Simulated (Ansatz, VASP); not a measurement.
**Cs2AgBiBr6: VASP beside Ansatz**

INCAR

```
SYSTEM = Cs2AgBiBr6
  PREC = Accurate
  ENCUT = 520
  EDIFF = 1E-6
  ISMEAR = 0
  SIGMA = 0.01
  LREAL = .False.
  LASPH = .True.
  NELM = 80
  ALGO = Normal
  ISIF = 2
  LWAVE = .False.
  LCHARG = .False.
  GGA = PS
  NBANDS = 54
```

File KPOINTS:

```
regular mesh
0
Gamma
  3 3 3
  0 0 0
```

The input POSCAR:

```
Cs2AgBiBr6
1.0
    0.0000000000      5.6900045278      5.6900045278
    5.6900045278      0.0000000000      5.6900045278
    5.6900045278      5.6900045278      0.0000000000
Cs Ag Bi Br
2 1 1 6
Direct
    0.2500000000      0.2500000000      0.2500000000
    0.7500000000      0.7500000000      0.7500000000
    0.5000000000      0.5000000000      0.5000000000
    0.0000000000      0.0000000000      0.0000000000
    0.2505500000      0.7494500000      0.2505500000
    0.2505500000      0.7494500000      0.7494500000
    0.7494500000      0.2505500000      0.7494500000
    0.7494500000      0.2505500000      0.2505500000
    0.2505500000      0.2505500000      0.7494500000
    0.7494500000      0.7494500000      0.2505500000
```

Input for Ansatz:

```yaml
crystal:
  lattice:
    - [0.0, 5.690004527794498, 5.690004527794498]
    - [5.690004527794498, 0.0, 5.690004527794498]
    - [5.690004527794498, 5.690004527794498, 0.0]
  atoms:
    - { symbol: Cs, position: [0.25, 0.25, 0.25] }
    - { symbol: Cs, position: [0.75, 0.75, 0.75] }
    - { symbol: Ag, position: [0.5, 0.5, 0.5] }
    - { symbol: Bi, position: [0.0, 0.0, 0.0] }
    - { symbol: Br, position: [0.25055, 0.74945, 0.25055] }
    - { symbol: Br, position: [0.25055, 0.74945, 0.74945] }
    - { symbol: Br, position: [0.74945, 0.25055, 0.74945] }
    - { symbol: Br, position: [0.74945, 0.25055, 0.25055] }
    - { symbol: Br, position: [0.25055, 0.25055, 0.74945] }
    - { symbol: Br, position: [0.74945, 0.74945, 0.25055] }
basis:
  ecutwfc: 450.0
kpoints:
  mp_grid:
    grid: [3, 3, 3]
hamiltonian:
  xc: pbesol
scf:
  convergence:
    dr2_threshold: 1.0e-07
  occupations:
    method: fixed
output:
  stress: true
```

Alike in both runs: task single point; functional PBEsol; k mesh 3 × 3 × 3; no spin polarisation.

|  | VASP | Ansatz |
| --- | --- | --- |
| version | VASP 6.6.1 | Ansatz 0.2.0 |
| potentials or method | VASP PAW PBE potentials, release 64 (Cs_sv, Ag, Bi_d, Br), cutoff 520 eV | plane waves, PAW |
| occupations | gaussian, width 0.01 eV | fixed |
| valence electrons in the cell | 86 | 94 |

|  | VASP | Ansatz | Ansatz less VASP |
| --- | --- | --- | --- |
| pressure (GPa) | -1.0 | -1.0 | 0.00 |

VASP's potentials were made for PBE, not for PBEsol. VASP's potentials hold 86 valence electrons a cell and Ansatz's 94, so a difference there can come from the potentials and not from the codes. Ansatz's warnings: stress scf threshold loose.

Neither program's run includes spin-orbit coupling.
